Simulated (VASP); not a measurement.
# Hg (P-1) in VASP: single point with PBE

Aim: the single point of Hg with PBE.

Program: VASP 6.6.1. These are calculated values, not measurements. Logs are shortened: lines on timing, memory, paths and dates and some standing lists are left out, and cuts for length are marked.

### Step 1. The cell of the first run

The typed cell holds 2 atoms: a = 3.211 Å, b = 5.571 Å, c = 3.335 Å, α = 86.93°, β = 118.92°, γ = 92.52°.

### Step 2. Single point, PBE (strained)

Contents of INCAR:

```
ALGO = Fast ; EDIFF = 1E-6
ENCUT = 520 ; GGA = PE
ISIF = 2 ; ISMEAR = 0
LASPH = True ; LCHARG = False
LREAL = False ; LWAVE = False
NBANDS = 19 ; NELM = 100
PREC = Accurate ; SIGMA = 0.05
```

Contents of KPOINTS:

```
k-points
0
Gamma
  12 8 12
```

Contents of POSCAR:

```
Hg
1.0
    3.2097336344     -0.0731470839     -0.0072362024
   -0.1178462946      5.5692960023      0.1008539917
   -1.6048866021      0.0918903529      2.9223990568
Hg
2
Direct
    0.6473597016      0.2491312973      0.8099434535
    0.3526402984      0.7508687027      0.1900565465
```

Potentials or basis: VASP PAW PBE potentials, release 64 (Hg).

Started as:

```sh
$ cat potpaw_PBE.64/Hg/POTCAR > POTCAR
$ mpirun -np 1 vasp_std > vasp.out
```

OUTCAR:

```text
EDIFF = 1E-6
   ENCUT = 520
   GGA = PE
   ISIF = 2
   ISMEAR = 0
   LASPH = True
   LREAL = False
   NELM = 100
   PREC = Accurate

 ion  position               nearest neighbor table
   1  0.647  0.249  0.810-   2 3.27   2 3.28   2 3.37   2 3.41   2 3.44   2 3.48
   2  0.353  0.751  0.190-   1 3.27   1 3.28   1 3.37   1 3.41   1 3.44   1 3.48

  LATTYP: Found a triclinic cell.
 ALAT       =     3.2105751607
 B/A-ratio  =     1.7561689862
 C/A-ratio  =     2.6884138951
 COS(alpha) =     0.0030521433
 COS(beta)  =     0.3985222405
 COS(gamma) =     0.8555257144

  Lattice vectors:

 A1 = (  -3.2097336344,   0.0731470839,   0.0072362024)
 A2 = (  -4.8146202365,   0.1650374368,   2.9296352592)
 A3 = (  -3.3275403592,   5.5318094643,  -5.7294717171)

Analysis of symmetry for initial positions (statically):
=====================================================================
 Subroutine PRICEL returns:
 Original cell was already a primitive cell.

 Routine SETGRP: Setting up the symmetry group for a
 triclinic supercell.

 Subroutine GETGRP returns: Found  2 space group operations
 (whereof  2 operations were pure point group operations)
 out of a pool of  2 trial point group operations.

The static configuration has the point symmetry S_2 .

Analysis of symmetry for dynamics (positions and initial velocities):
=====================================================================
 Subroutine PRICEL returns:
 Original cell was already a primitive cell.

 Routine SETGRP: Setting up the symmetry group for a
 triclinic supercell.

 Subroutine GETGRP returns: Found  2 space group operations
 (whereof  2 operations were pure point group operations)
 out of a pool of  2 trial point group operations.

The dynamic configuration has the point symmetry S_2 .

 Subroutine INISYM returns: Found  2 space group operations
 (whereof  2 operations are pure point group operations),
 and found     1 'primitive' translations

----------------------------------------------------------------------------------------

                                     Primitive cell

  volume of cell :      52.1330

  direct lattice vectors                    reciprocal lattice vectors
     3.209733634 -0.073147084 -0.007236202     0.312018178  0.003501328  0.171240151
    -0.117846295  5.569296002  0.100853992     0.004087624  0.179704076 -0.003405729
    -1.604886602  0.091890353  2.922399057     0.000631527 -0.006193041  0.342726161

  length of vectors
     3.210575161  5.571455576  3.335344224     0.355936500  0.179782821  0.342782692

  position of ions in fractional coordinates (direct lattice)
     0.647359702  0.249131297  0.809943453
     0.352640298  0.750868703  0.190056547

  ion indices of the primitive-cell ions
   primitive index   ion index
                 1           1
                 2           2

----------------------------------------------------------------------------------------

 KPOINTS: k-points

Automatic generation of k-mesh.
 Grid dimensions read from file:
 generate k-points for:   12    8   12

 Generating k-lattice:

  Cartesian coordinates                     Fractional coordinates (reciprocal lattice)
     0.026001515  0.000291777  0.014270013     0.083333333  0.000000000  0.000000000
     0.000510953  0.022463010 -0.000425716    -0.000000000  0.125000000  0.000000000
     0.000052627 -0.000516087  0.028560513     0.000000000 -0.000000000  0.083333333

  Length of vectors
     0.029661375  0.022472853  0.028565224

  Shift w.r.t. Gamma in fractional coordinates (k-lattice)
     0.000000000  0.000000000  0.000000000

 Subroutine IBZKPT returns following result:
 ===========================================

 Found    580 irreducible k-points:

 Following reciprocal coordinates:
            Coordinates               Weight
  0.000000  0.000000  0.000000      1.000000
  0.083333 -0.000000  0.000000      2.000000
  0.166667 -0.000000  0.000000      2.000000
  0.250000  0.000000  0.000000      2.000000
  0.333333 -0.000000 -0.000000      2.000000
  0.416667 -0.000000  0.000000      2.000000
[... 16 lines left out ...]
  0.250000  0.250000  0.000000      2.000000
  0.333333  0.250000  0.000000      2.000000
 [... further k-points ...]
   k-points           NKPTS =    580   k-points in BZ     NKDIM =    580   number of bands    NBANDS=     19
   number of dos      NEDOS =    301   number of ions     NIONS =      2
   total plane-waves  NPLWV =  28224
   dimension x,y,z NGX =    24 NGY =   42 NGZ =   28
   dimension x,y,z NGXF=    48 NGYF=   84 NGZF=   56
   ions per type =               2
   NGX,Y,Z   is equivalent  to a cutoff of  12.43, 12.53, 13.96 a.u.
   NGXF,Y,Z  is equivalent  to a cutoff of  24.85, 25.06, 27.91 a.u.
 SYSTEM =  unknown system
   PREC   = accura    normal or accurate (medium, high low for compatibility)
   ISTART =      0    job   : 0-new  1-cont  2-samecut
   ICHARG =      2    charge: 1-file 2-atom 10-const
   ISPIN  =      1    spin polarized calculation?
   LNONCOLLINEAR =      F non collinear calculations
   LSORBIT =      F    spin-orbit coupling
   LASPH  =      T    aspherical Exc in radial PAW
   ENCUT  =  520.0 eV  38.22 Ry    6.18 a.u.   5.97 10.36  6.20*2*pi/ulx,y,z
   NELM   =    100;   NELMIN=  2; NELMDL= -5     # of ELM steps
   EDIFF  = 0.1E-05   stopping-criterion for ELM
   LREAL  =      F    real-space projection
   EDIFFG = 0.1E-04   stopping-criterion for IOM
   NSW    =      0    number of steps for IOM
   IBRION =     -1    ionic relax: 0-MD 1-quasi-New 2-CG
   NFREE  =      0    steps in history (QN), initial steepest desc. (CG)
   ISIF   =      2    stress and relaxation
   ISYM   =      2    0-nonsym 1-usesym 2-fastsym
   POTIM  = 0.5000    time-step for ionic-motion
   TEBEG  =    0.0;   TEEND  =   0.0 temperature during run
   PSTRESS=    0.0 pullay stress
   NELECT =      24.0000    total number of electrons
   NUPDOWN=      -1.0000    fix difference up-down
   EMIN   =  10.00;   EMAX   =-10.00  energy-range for DOS
   EFERMI =   0.00;   METHOD = LEGACY
   ISMEAR =     0;   SIGMA  =   0.05  broadening in eV -4-tet -1-fermi 0-gaus
   EFERMI_NEDOS =   21; number of points for ismear=-14 and -15
   IALGO  =     68    algorithm
   IMIX   =      4    mixing-type and parameters
     AMIX     =   0.40;   BMIX     =  1.00
     AMIX_MAG =   1.60;   BMIX_MAG =  1.00
  volume/ion in A,a.u.               =      26.07       175.91
  Fermi-wavevector in a.u.,A,eV,Ry     =   1.264080  2.388764 21.740709  1.597897
  Thomas-Fermi vector in A             =   2.397403
   LORBIT       =      0    0 simple, 1 ext, 2 COOP (PROOUT), +10 PAW based schemes
   GGA     = PE    functional components
   LHFCALC =     F    Hartree Fock is set to
   AEXX    =    0.0000 exact exchange contribution
   IVDW    =     0    specifies the selected vdW correction
   LEPSILON=     F    determine dielectric tensor
   LRPA    =     F    only Hartree local field effects (RPA)
 non-spin polarized calculation
 RMM-DIIS sequential band-by-band and
 Gauss-broadening in eV      SIGMA  =   0.05
  energy-cutoff  :      520.00
  volume of cell :       52.13
 maximum number of plane-waves:      1424
   NGX = 11   NGY = 21   NGZ = 13

 number of electron      24.0000000 magnetization

 Free energy of the ion-electron system (eV)
  ---------------------------------------------------
  ext. energy  EPLUGINS =         0.00000000
  ---------------------------------------------------
  free energy    TOTEN  =        -0.29984767 eV

  energy without entropy =       -0.29900672  energy(sigma->0) =       -0.29942719

 E-fermi :   1.7562     XC(G=0): -10.3117

 val. band max:        1.7431623618   @ k =   0.5000  -0.1250   0.1667
 cond. band min:       1.7573558848   @ k =   0.5000  -0.1250   0.2500
 fundamental gap:      0.0141935230
 Fermi energy:         1.7561660972

 k-point     1 :       0.0000    0.0000    0.0000
  band No.  band energies     occupation
      1      -6.2744      2.00000
      2      -5.5314      2.00000
      3      -4.8582      2.00000
      4      -4.7997      2.00000
      5      -4.6373      2.00000
      6      -4.5254      2.00000
[... 11 lines left out ...]
     18      16.0275      0.00000
     19      16.3839      0.00000

 k-point     2 :       0.0833   -0.0000    0.0000
  band No.  band energies     occupation
      1      -6.1194      2.00000
      2      -5.4482      2.00000
      3      -4.8401      2.00000
      4      -4.7405      2.00000
      5      -4.6138      2.00000
      6      -4.5265      2.00000
[... 11 lines left out ...]
     18      16.2298      0.00000
     19      16.9079      0.00000

 k-point     3 :       0.1667   -0.0000    0.0000
  band No.  band energies     occupation
      1      -5.7007      2.00000
      2      -5.2630      2.00000
      3      -4.8030      2.00000
      4      -4.6227      2.00000
      5      -4.5663      2.00000
      6      -4.4862      2.00000
[... 11 lines left out ...]
     18      15.2768      0.00000
     19      15.8195      0.00000

 k-point     4 :       0.2500    0.0000    0.0000
  band No.  band energies     occupation
      1      -5.3039      2.00000
      2      -5.1997      2.00000
      3      -4.7443      2.00000
      4      -4.6935      2.00000
      5      -4.5428      2.00000
      6      -4.4424      2.00000
[... 11 lines left out ...]
     18      14.1444      0.00000
     19      14.7586      0.00000

 k-point     5 :       0.3333   -0.0000   -0.0000
  band No.  band energies     occupation
      1      -5.2965      2.00000
      2      -5.2319      2.00000
      3      -4.9883      2.00000
      4      -4.6922      2.00000
      5      -4.4596      2.00000
      6      -4.3485      2.00000
[... 11 lines left out ...]
     18      13.5094      0.00000
     19      14.0415      0.00000
[... 334 lines left out ...]
      2      -5.3999      2.00000
      3      -4.8313      2.00000
      4      -4.7685      2.00000
      5      -4.6596      2.00000
      6      -4.5590      2.00000
[... 11 lines left out ...]
     18      15.0790      0.00000
     19      15.8299      0.00000

 k-point    22 :       0.1667    0.2500    0.0000
  band No.  band energies     occupation
      1      -5.4046      2.00000
      2      -5.1953      2.00000
      3      -4.8009      2.00000
      4      -4.7279      2.00000
      5      -4.6318      2.00000
      6      -4.5122      2.00000
[... 11 lines left out ...]
     18      14.2249      0.00000
     19      14.6997      0.00000

 k-point    23 :       0.2500    0.2500    0.0000
  band No.  band energies     occupation
      1      -5.2186      2.00000
      2      -5.1213      2.00000
      3      -4.7982      2.00000
      4      -4.6856      2.00000
      5      -4.5402      2.00000
      6      -4.4572      2.00000
[... 11 lines left out ...]
     18      13.5798      0.00000
     19      14.0607      0.00000

 k-point    24 :       0.3333    0.2500    0.0000
  band No.  band energies     occupation
      1      -5.3024      2.00000
      2      -5.2240      2.00000
      3      -4.9147      2.00000
      4      -4.7296      2.00000
      5      -4.5295      2.00000
      6      -4.3688      2.00000
[... 11 lines left out ...]
     18      12.8206      0.00000
     19      13.7916      0.00000

 [... further k-points ...]
[... 5 lines left out ...]
  --------------------------------------------------------------------------------------
  -------------------------------------------------------------------------------------
  Total        0.8054280      0.5489324      0.8371274     -0.0175445     -0.0408067     -0.0048146
  in kB       24.7528248     16.8700709     25.7270262     -0.5391860     -1.2540931     -0.1479663
  external PRESSURE =      22.4499740 kB  Pullay stress =       0.0000000 kB

 VOLUME and BASIS-vectors are now :
 -----------------------------------------------------------------------------
  energy-cutoff  :      520.00
  volume of cell :       52.13
      direct lattice vectors                 reciprocal lattice vectors
     3.209733634 -0.073147084 -0.007236202     0.312018178  0.003501328  0.171240151
    -0.117846295  5.569296002  0.100853992     0.004087624  0.179704076 -0.003405729
    -1.604886602  0.091890353  2.922399057     0.000631527 -0.006193041  0.342726161

 POSITION                                       TOTAL-FORCE (eV/Angst)
 -----------------------------------------------------------------------------------
      0.74863      1.41456      2.38742         0.002573      0.019886     -0.017321
      0.73838      4.17348      0.62860        -0.002573     -0.019886      0.017321
 -----------------------------------------------------------------------------------
    total drift:                               -0.000000      0.000000      0.000000

  FREE ENERGIE OF THE ION-ELECTRON SYSTEM (eV)
  ---------------------------------------------------
  free  energy   TOTEN  =        -0.2998476697 eV

  energy  without entropy=       -0.2990067164  energy(sigma->0) =       -0.29942719
```

Wall time 3.7 min (1 thread of AMD EPYC 9R45 (Zen 5), shared host); peak memory 0.51 GiB.

Results:

```
Free energy            : -0.2998 eV
Pressure               : 2.2 GPa
Largest force          : 0.026 eV/Å
Band gap on the k mesh : zero (bands 12 and 13 overlap by 1.45 eV)
```

Forces on the atoms (eV/Å):
```
Hg   0.003  0.020 -0.017
Hg  -0.003 -0.020  0.017
```

Stress tensor (GPa, compression positive):
```
 2.48 -0.05 -0.01
-0.05  1.69 -0.13
-0.01 -0.13  2.57
```

Levels at points of the mesh, in eV from the Fermi level:
| k point | band 8 | band 9 | band 10 | band 11 | band 12 | band 13 | band 14 | band 15 | band 16 | band 17 |
| --- | --- | --- | --- | --- | --- | --- | --- | --- | --- | --- |
| (0.00, 0.00, 0.00) | -6.14 | -5.96 | -5.63 | -5.55 | -1.90 | -1.07 | 11.46 | 13.02 | 13.15 | 13.81 |
| (0.50, 0.00, 0.00) | -5.51 | -5.43 | -5.39 | -1.89 | -1.49 | 2.40 | 2.90 | 3.99 | 6.98 | 7.34 |
| (0.00, 0.50, 0.00) | -5.97 | -5.84 | -5.83 | -5.71 | -5.66 | 5.78 | 5.84 | 12.43 | 12.97 | 13.40 |
| (0.50, 0.50, 0.00) | -5.61 | -5.41 | -5.38 | -0.97 | -0.88 | 0.21 | 0.24 | 8.46 | 8.84 | 9.07 |
| (0.00, 0.00, 0.50) | -5.52 | -5.50 | -5.42 | -2.30 | -2.01 | 2.21 | 2.60 | 4.25 | 6.28 | 8.05 |
| (0.50, 0.00, 0.50) | -5.55 | -5.45 | -5.39 | -1.89 | -1.56 | 2.36 | 2.70 | 4.40 | 7.03 | 7.15 |
| (0.00, 0.50, 0.50) | -5.50 | -5.45 | -5.45 | -1.34 | -1.07 | -0.31 | -0.24 | 8.27 | 9.32 | 9.81 |
| (0.50, 0.50, 0.50) | -5.57 | -5.39 | -5.39 | -1.02 | -0.84 | 0.16 | 0.25 | 8.32 | 8.69 | 8.88 |

Caveat: the cell differs from its parent crystal (strained); spin-orbit coupling is left out, which moves the levels of the heavy elements.
